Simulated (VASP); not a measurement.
Crystal: Tl.

```
Tl
1.0
     0.00000    2.46335    2.46335
     2.46335    0.00000    2.46335
     2.46335    2.46335    0.00000
Tl
1
Direct
  0.00000 0.00000 0.00000
```

Program: VASP 6.6.1. Alike in all runs: task single point; level r2SCAN; potentials or basis VASP PAW PBE potentials, release 64 (Tl_d); cell as given; cutoff (eV) 520; smearing fermi-dirac 0.1 eV. Hardware: 1 thread of AMD EPYC 9R45 96-Core Processor (Zen 5) (shared host).

**Question.** Order these runs on this cell by their wall time, lowest first.
A. spin non-collinear, zero start, SOC; k mesh 11 × 11 × 11
B. spin off; k mesh 18 × 18 × 18
C. spin off; k mesh 11 × 11 × 11

**Answer.** C (58 s), B (200 s), A (460 s).
